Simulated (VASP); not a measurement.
# Si (Im-3m) in VASP: notebook

Si is run at these levels: PBE; tasks: single point.

Everything below comes from runs of VASP 6.6.1. Logs are shortened: lines on timing, memory, paths and dates and some standing lists are left out, and cuts for length are marked.

## (1) The cell of the first run

It takes space group Im-3m (No. 229, cubic). Conventional cell: a = 2.896 Å, b = 2.896 Å, c = 2.896 Å, α = 90.00°, β = 90.00°, γ = 90.00°. Si (site symmetry m-3m) has 14 Si at 2.51 to 2.90 Å within 3.3 Å.

## (2) Single point, PBE

Contents of INCAR:

```
  PREC = Accurate
  ENCUT = 520
  EDIFF = 1E-6
  ISMEAR = -1
  SIGMA = 0.1
  LREAL = False
  LASPH = True
  NELM = 100
  ALGO = Normal
  ISIF = 2
  LWAVE = False
  LCHARG = False
  GGA = PE
  NBANDS = 8
```

Contents of KPOINTS:

```
regular mesh
0
Gamma
  18 18 18
```

Contents of POSCAR:

```
Si
1.0
   -1.4481340449      1.4481340449      1.4481340449
    1.4481340449     -1.4481340449      1.4481340449
    1.4481340449      1.4481340449     -1.4481340449
Si
1
Direct
    0.0000000000      0.0000000000      0.0000000000
```

Potentials or basis: VASP PAW PBE potentials, release 64 (Si).

Started as:

```
$ cat potpaw_PBE.64/Si/POTCAR > POTCAR
$ mpirun -np 1 vasp_std > vasp.out
```

OUTCAR:

```text
PREC = Accurate
   ENCUT = 520
   EDIFF = 1E-6
   ISMEAR = -1
   LREAL = False
   LASPH = True
   NELM = 100
   ISIF = 2
   GGA = PE

 ion  position               nearest neighbor table
   1  0.000  0.000  0.000-

  LATTYP: Found a body centered cubic cell.
 ALAT       =     2.8962680898

  Lattice vectors:

 A1 = (  -1.4481340449,   1.4481340449,   1.4481340449)
 A2 = (   1.4481340449,  -1.4481340449,   1.4481340449)
 A3 = (   1.4481340449,   1.4481340449,  -1.4481340449)

Analysis of symmetry for initial positions (statically):
=====================================================================
 Subroutine PRICEL returns:
 Original cell was already a primitive cell.

 Routine SETGRP: Setting up the symmetry group for a
 body centered cubic supercell.

 Subroutine GETGRP returns: Found 48 space group operations
[... 9 lines left out ...]

 Routine SETGRP: Setting up the symmetry group for a
 body centered cubic supercell.

 Subroutine GETGRP returns: Found 48 space group operations
[... 11 lines left out ...]
                                     Primitive cell

  volume of cell :      12.1475

  direct lattice vectors                    reciprocal lattice vectors
    -1.448134045  1.448134045  1.448134045     0.000000000  0.345271905  0.345271905
     1.448134045 -1.448134045  1.448134045     0.345271905  0.000000000  0.345271905
     1.448134045  1.448134045 -1.448134045     0.345271905  0.345271905  0.000000000

  length of vectors
     2.508241742  2.508241742  2.508241742     0.488288210  0.488288210  0.488288210

  position of ions in fractional coordinates (direct lattice)
     0.000000000  0.000000000  0.000000000

  ion indices of the primitive-cell ions
   primitive index   ion index
                 1           1

----------------------------------------------------------------------------------------

 KPOINTS: regular mesh

Automatic generation of k-mesh.
 Grid dimensions read from file:
 generate k-points for:   18   18   18

 Generating k-lattice:

  Cartesian coordinates                     Fractional coordinates (reciprocal lattice)
     0.000000000  0.019181772  0.019181772     0.055555556  0.000000000  0.000000000
     0.019181772  0.000000000  0.019181772     0.000000000  0.055555556  0.000000000
     0.019181772  0.019181772  0.000000000     0.000000000  0.000000000  0.055555556

  Length of vectors
     0.027127123  0.027127123  0.027127123

  Shift w.r.t. Gamma in fractional coordinates (k-lattice)
     0.000000000  0.000000000  0.000000000

 Subroutine IBZKPT returns following result:
 ===========================================

 Found    195 irreducible k-points:

 Following reciprocal coordinates:
            Coordinates               Weight
  0.000000  0.000000  0.000000      1.000000
  0.055556  0.000000  0.000000     12.000000
  0.111111  0.000000  0.000000     12.000000
  0.166667  0.000000  0.000000     12.000000
  0.222222  0.000000  0.000000     12.000000
  0.277778  0.000000  0.000000     12.000000
[... 16 lines left out ...]
  0.333333  0.111111 -0.000000     48.000000
  0.388889  0.111111  0.000000     48.000000
 [... further k-points ...]
   k-points           NKPTS =    195   k-points in BZ     NKDIM =    195   number of bands    NBANDS=      8
   number of dos      NEDOS =    301   number of ions     NIONS =      1
   total plane-waves  NPLWV =   8000
   dimension x,y,z NGX =    20 NGY =   20 NGZ =   20
   dimension x,y,z NGXF=    40 NGYF=   40 NGZF=   40
   ions per type =               1
   NGX,Y,Z   is equivalent  to a cutoff of  13.26, 13.26, 13.26 a.u.
   NGXF,Y,Z  is equivalent  to a cutoff of  26.51, 26.51, 26.51 a.u.
 SYSTEM =  unknown system
   PREC   = accura    normal or accurate (medium, high low for compatibility)
   ISTART =      0    job   : 0-new  1-cont  2-samecut
   ICHARG =      2    charge: 1-file 2-atom 10-const
   ISPIN  =      1    spin polarized calculation?
   LNONCOLLINEAR =      F non collinear calculations
   LSORBIT =      F    spin-orbit coupling
   LASPH  =      T    aspherical Exc in radial PAW
   ENCUT  =  520.0 eV  38.22 Ry    6.18 a.u.   4.66  4.66  4.66*2*pi/ulx,y,z
   NELM   =    100;   NELMIN=  2; NELMDL= -5     # of ELM steps
   EDIFF  = 0.1E-05   stopping-criterion for ELM
   LREAL  =      F    real-space projection
   EDIFFG = 0.1E-04   stopping-criterion for IOM
   NSW    =      0    number of steps for IOM
   IBRION =     -1    ionic relax: 0-MD 1-quasi-New 2-CG
   NFREE  =      0    steps in history (QN), initial steepest desc. (CG)
   ISIF   =      2    stress and relaxation
   ISYM   =      2    0-nonsym 1-usesym 2-fastsym
   POTIM  = 0.5000    time-step for ionic-motion
   TEBEG  =    0.0;   TEEND  =   0.0 temperature during run
   PSTRESS=    0.0 pullay stress
   NELECT =       4.0000    total number of electrons
   NUPDOWN=      -1.0000    fix difference up-down
   EMIN   =  10.00;   EMAX   =-10.00  energy-range for DOS
   EFERMI =   0.00;   METHOD = LEGACY
   ISMEAR =    -1;   SIGMA  =   0.10  broadening in eV -4-tet -1-fermi 0-gaus
   EFERMI_NEDOS =   21; number of points for ismear=-14 and -15
   IALGO  =     38    algorithm
   IMIX   =      4    mixing-type and parameters
     AMIX     =   0.40;   BMIX     =  1.00
     AMIX_MAG =   1.60;   BMIX_MAG =  1.00
  volume/ion in A,a.u.               =      12.15        81.98
  Fermi-wavevector in a.u.,A,eV,Ry     =   1.130488  2.136313 17.388297  1.278004
  Thomas-Fermi vector in A             =   2.267185
   LORBIT       =      0    0 simple, 1 ext, 2 COOP (PROOUT), +10 PAW based schemes
   GGA     = PE    functional components
   LHFCALC =     F    Hartree Fock is set to
   AEXX    =    0.0000 exact exchange contribution
   IVDW    =     0    specifies the selected vdW correction
   LEPSILON=     F    determine dielectric tensor
   LRPA    =     F    only Hartree local field effects (RPA)
 non-spin polarized calculation
  energy-cutoff  :      520.00
  volume of cell :       12.15
 maximum number of plane-waves:       339
   NGX =  9   NGY =  9   NGZ =  9

 number of electron       4.0000000 magnetization

 Free energy of the ion-electron system (eV)
  ---------------------------------------------------
  ext. energy  EPLUGINS =         0.00000000
  ---------------------------------------------------
  free energy    TOTEN  =        -4.73519841 eV

  energy without entropy =       -4.72093715  energy(sigma->0) =       -4.72806778

 E-fermi :  12.5134     XC(G=0): -11.9167

 val. band max:       12.4566090107   @ k =   0.2222   0.1667   0.1667
 cond. band min:      12.5166733924   @ k =   0.3333   0.1667   0.1667
 fundamental gap:      0.0600643817
 Fermi energy:        12.5133957559

 k-point     1 :       0.0000    0.0000    0.0000
  band No.  band energies     occupation
      1      -3.5135      2.00000
      2      25.9170      0.00000
      3      25.9170      0.00000
      4      25.9170      0.00000
      5      26.5493      0.00000
      6      26.5493      0.00000
      7      26.5493      0.00000
      8      30.0435      0.00000

 k-point     2 :       0.0556    0.0000    0.0000
  band No.  band energies     occupation
      1      -3.4064      2.00000
      2      24.2621      0.00000
      3      24.7145      0.00000
      4      25.5384      0.00000
      5      26.3029      0.00000
      6      27.5286      0.00000
      7      27.9290      0.00000
      8      29.1824      0.00000

 k-point     3 :       0.1111    0.0000    0.0000
  band No.  band energies     occupation
      1      -3.0854      2.00000
      2      21.7895      0.00000
      3      23.4210      0.00000
      4      24.6558      0.00000
      5      25.6596      0.00000
      6      27.5783      0.00000
      7      28.9208      0.00000
      8      29.7513      0.00000

 k-point     4 :       0.1667    0.0000    0.0000
  band No.  band energies     occupation
      1      -2.5516      2.00000
      2      19.0953      0.00000
      3      22.2953      0.00000
      4      23.6300      0.00000
      5      24.8383      0.00000
      6      26.6806      0.00000
      7      29.7463      0.00000
      8      30.2564      0.00000

 k-point     5 :       0.2222    0.0000    0.0000
  band No.  band energies     occupation
      1      -1.8068      2.00000
      2      16.4021      0.00000
      3      21.3444      0.00000
      4      22.6515      0.00000
      5      24.0171      0.00000
      6      25.8387      0.00000
      7      30.7126      0.00000
      8      30.7616      0.00000

 k-point     6 :       0.2778    0.0000    0.0000
  band No.  band energies     occupation
      1      -0.8533      2.00000
      2      13.8057      0.00000
      3      20.5683      0.00000
      4      21.8031      0.00000
      5      23.2896      0.00000
      6      25.1144      0.00000
      7      31.4621      0.00000
      8      31.7911      0.00000

 k-point     7 :       0.3333    0.0000    0.0000
  band No.  band energies     occupation
      1       0.3057      2.00000
      2      11.3486      1.99998
      3      19.9662      0.00000
      4      21.1221      0.00000
      5      22.6999      0.00000
      6      24.5266      0.00000
      7      32.3257      0.00000
      8      32.9814      0.00000

 k-point     8 :       0.3889    0.0000    0.0000
  band No.  band energies     occupation
      1       1.6664      2.00000
      2       9.0526      2.00000
      3      19.5371      0.00000
      4      20.6270      0.00000
      5      22.2690      0.00000
      6      24.0930      0.00000
      7      33.3042      0.00000
      8      34.2411      0.00000

 k-point     9 :       0.4444    0.0000    0.0000
  band No.  band energies     occupation
      1       3.2230      2.00000
      2       6.9323      2.00000
      3      19.2801      0.00000
      4      20.3269      0.00000
      5      22.0074      0.00000
      6      23.8272      0.00000
      7      34.2648      0.00000
      8      35.4102      0.00000

 k-point    10 :       0.5000    0.0000    0.0000
  band No.  band energies     occupation
      1       4.8244      2.00000
      2       5.1426      2.00000
      3      19.1945      0.00000
      4      20.2265      0.00000
      5      21.9197      0.00000
      6      23.7376      0.00000
      7      34.7578      0.00000
      8      35.9790      0.00000
[... 78 lines left out ...]
 k-point    18 :       0.4444    0.0556    0.0000
  band No.  band energies     occupation
      1       4.1462      2.00000
      2       6.0217      2.00000
      3      18.0842      0.00000
      4      19.8185      0.00000
      5      22.7491      0.00000
      6      24.7137      0.00000
      7      34.0767      0.00000
      8      35.4689      0.00000

 k-point    19 :       0.1111    0.1111    0.0000
  band No.  band energies     occupation
      1      -2.2320      2.00000
      2      19.3123      0.00000
      3      19.3412      0.00000
      4      22.5045      0.00000
      5      26.3298      0.00000
      6      27.0505      0.00000
      7      29.5442      0.00000
      8      30.5646      0.00000

 k-point    20 :       0.1667    0.1111    0.0000
  band No.  band energies     occupation
      1      -1.4884      2.00000
      2      16.6702      0.00000
      3      18.3129      0.00000
      4      21.5836      0.00000
      5      25.8437      0.00000
      6      27.0631      0.00000
      7      29.7513      0.00000
      8      31.8304      0.00000

 k-point    21 :       0.2222    0.1111    0.0000
  band No.  band energies     occupation
      1      -0.5365      2.00000
      2      14.0899      0.00000
      3      17.4705      0.00000
      4      20.7976      0.00000
      5      25.1376      0.00000
      6      27.2210      0.00000
      7      29.8620      0.00000
      8      33.3895      0.00000

 k-point    22 :       0.2778    0.1111    0.0000
  band No.  band energies     occupation
      1       0.6206      2.00000
      2      11.6419      1.99967
      3      16.8092      0.00000
      4      20.1719      0.00000
      5      24.5372      0.00000
      6      27.1598      0.00000
      7      30.4122      0.00000
      8      34.6867      0.00000

 k-point    23 :       0.3333    0.1111   -0.0000
  band No.  band energies     occupation
      1       1.9790      2.00000
      2       9.3522      2.00000
      3      16.3340      0.00000
      4      19.7192      0.00000
      5      24.0927      0.00000
      6      26.9823      0.00000
      7      31.3421      0.00000
      8      35.4168      0.00000

 k-point    24 :       0.3889    0.1111    0.0000
  band No.  band energies     occupation
      1       3.5328      2.00000
      2       7.2366      2.00000
      3      16.0478      0.00000
      4      19.4457      0.00000
      5      23.8212      0.00000
      6      26.8322      0.00000
      7      32.4807      0.00000
      8      35.0925      0.00000

 [... further k-points ...]
[... 5 lines left out ...]
  --------------------------------------------------------------------------------------
  -------------------------------------------------------------------------------------
  Total        1.9639658      1.9639658      1.9639658      0.0000000      0.0000000      0.0000000
  in kB      259.0348605    259.0348605    259.0348605      0.0000000      0.0000000      0.0000000
  external PRESSURE =     259.0348605 kB  Pullay stress =       0.0000000 kB

 VOLUME and BASIS-vectors are now :
 -----------------------------------------------------------------------------
  energy-cutoff  :      520.00
  volume of cell :       12.15
      direct lattice vectors                 reciprocal lattice vectors
    -1.448134045  1.448134045  1.448134045     0.000000000  0.345271905  0.345271905
     1.448134045 -1.448134045  1.448134045     0.345271905  0.000000000  0.345271905
     1.448134045  1.448134045 -1.448134045     0.345271905  0.345271905  0.000000000

 POSITION                                       TOTAL-FORCE (eV/Angst)
 -----------------------------------------------------------------------------------
      0.00000      0.00000      0.00000        -0.000000      0.000000     -0.000000
 -----------------------------------------------------------------------------------
    total drift:                                0.000000      0.000000     -0.000000

  FREE ENERGIE OF THE ION-ELECTRON SYSTEM (eV)
  ---------------------------------------------------
  free  energy   TOTEN  =        -4.7351984136 eV

  energy  without entropy=       -4.7209371454  energy(sigma->0) =       -4.72806778
```

Wall time 6.5 s (1 thread of Intel Xeon 6975P-C, shared host); peak memory 0.13 GiB.

What came out:

- Free energy: -4.7352 eV
- Pressure: 25.9 GPa
- Band gap on the k mesh: zero (band 2 reaches 25.92 eV, above the bottom of band 3 at 8.16 eV)

Levels at points of the mesh, in eV from the Fermi level:
```tsv
k point	band 1	band 2	band 3	band 4	band 5
(0.00, 0.00, 0.00)	-16.03	13.40	13.40	13.40	14.04
(0.50, 0.00, 0.00)	-7.69	-7.37	6.68	7.71	9.41
(0.50, 0.50, 0.50)	-0.54	-0.54	-0.54	1.68	1.68
```

## (3) Single point, PBE

Contents of INCAR:

```
PREC     = Accurate       # precision mode
ENCUT    = 520            # plane-wave cutoff, eV
EDIFF    = 1E-7           # SCF threshold, eV
ISMEAR   = -1             # smearing method
SIGMA    = 0.1            # smearing width, eV
LREAL    = False          # projectors in reciprocal space
LASPH    = True           # aspherical terms in the spheres
NELM     = 60             # most SCF steps
ALGO     = Normal         # electronic algorithm
ISIF     = 2              # what is computed and relaxed
LWAVE    = False          # write WAVECAR
LCHARG   = False          # write CHGCAR
GGA      = PE             # functional
NBANDS   = 8              # bands
```

KPOINTS is that of step 2.

Contents of POSCAR:

```
Si
1.0
   -1.4482159782      1.4482159782      1.4482159782
    1.4482159782     -1.4482159782      1.4482159782
    1.4482159782      1.4482159782     -1.4482159782
Si
1
Direct
    0.0000000000      0.0000000000      0.0000000000
```

Potentials or basis: VASP PAW PBE potentials, release 64 (Si).

Started as:

```
$ cat potpaw_PBE.64/Si/POTCAR > POTCAR
$ mpirun -np 1 vasp_std > vasp.out
```

Run time: 11 s. Hardware: 1 thread of Intel Xeon 6975P-C, shared host; peak memory 0.13 GiB.

The run converged. Its results:

| Property | Result |
| --- | --- |
| Free energy | -4.7355 eV |
| Pressure | 25.9 GPa |
| Band gap on the k mesh | zero (band 2 reaches 25.91 eV, above the bottom of band 3 at 8.16 eV) |

Levels at points of the mesh, in eV from the Fermi level:
| k point | band 1 | band 2 | band 3 | band 4 | band 5 |
| --- | --- | --- | --- | --- | --- |
| (0.00, 0.00, 0.00) | -16.03 | 13.40 | 13.40 | 13.40 | 14.03 |
| (0.50, 0.00, 0.00) | -7.69 | -7.37 | 6.68 | 7.71 | 9.41 |
| (0.50, 0.50, 0.50) | -0.54 | -0.54 | -0.54 | 1.68 | 1.68 |
